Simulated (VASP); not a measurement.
# ZnH2: relaxation of cell and atoms with PBE

Crystal: ZnH2.

```
Zn H
1.0
     3.03618    0.00000    0.00000
    -1.51809    2.62941    0.00000
     0.00000    0.00000    3.08741
Zn H
1 2
Direct
  0.00000 0.00000 0.50000
  0.33333 0.66667 0.00000
  0.66667 0.33333 0.50000
```

This cell differs from its parent crystal: atoms taken out.

| Item | Value |
| --- | --- |
| Program | VASP 6.6.1 |
| Task | relaxation of cell and atoms |
| Functional | PBE |
| Potentials or basis | VASP PAW PBE potentials, release 64 (Zn, H) |
| Cutoff | 600 eV |
| k mesh | 18 × 18 × 16 |
| Occupations | gaussian, width 0.1 eV |
| Spin | no spin polarisation |
| Dipole correction | no |
| Further INCAR settings | ALGO = Normal; EDIFF = 1e-06; IBRION = 2; EDIFFG = -0.01; NSW = 100; ISIF = 3 |

```json
{
  "Relaxed volume": "8.03 Å³/atom",
  "Relaxed cell": "a = 3.080 Å, b = 3.080 Å, c = 2.935 Å, α = 90.00°, β = 90.00°, γ = 120.00°",
  "Space group after relaxing (to 0.1 Å)": "P-6m2 (No. 187)",
  "Energy gained by relaxing": "7.6 meV/atom",
  "Ionic steps": "7",
  "Pressure after relaxing": "0.0 GPa",
  "Band gap on the k mesh": "zero (bands 7 and 8 overlap by 3.81 eV)"
}
```

Stress tensor (GPa, compression positive):
```
-0.08  0.00  0.00
 0.00 -0.08  0.00
 0.00  0.00  0.07
```

The path:
```
step  energy change (eV)  largest force (eV/Å)  pressure (GPa)  volume (Å³)
   1              0.0000                0.0000            0.17        24.65
   2             -0.0091                0.0000           -0.43        24.68
   3             -0.0187                0.0000           -1.46        24.72
   4             -0.0192                0.0000           -1.70        24.73
   5             -0.0224                0.0000           -0.60        24.28
   6             -0.0227                0.0000           -0.14        24.11
   7             -0.0228                0.0000           -0.03        24.10
```

Final structure:
```xyz
3
Lattice="3.0795 0.0000 0.0000 -1.5398 2.6670 0.0000 0.0000 0.0000 2.9346" Properties=species:S:1:pos:R:3 pbc="T T T"
Zn   -1.5398    2.6670    1.4673
H     0.0000    1.7780    2.9346
H     1.5398    0.8890    1.4673
```

Levels at points of the mesh, in eV from the Fermi level:
| k point | band 5 | band 6 | band 7 | band 8 | band 9 | band 10 |
| --- | --- | --- | --- | --- | --- | --- |
| (0.00, 0.00, 0.00) | -7.01 | -7.01 | 1.68 | 7.66 | 10.73 | 10.73 |
| (0.50, 0.00, 0.00) | -7.00 | -6.48 | -4.19 | 3.25 | 5.96 | 12.07 |
| (0.00, 0.00, 0.50) | -7.19 | -5.87 | -5.73 | 8.99 | 9.38 | 13.78 |
| (0.50, 0.00, 0.50) | -6.91 | -3.99 | -1.86 | 0.48 | 1.86 | 9.03 |

Wall time 3.7 min on 1 thread of Intel(R) Xeon(R) Platinum 8259CL CPU @ 2.50GHz (Skylake/Cascade Lake), on a shared host, peak memory 0.26 GiB.

Caveat: the cell differs from its parent crystal (atoms taken out).
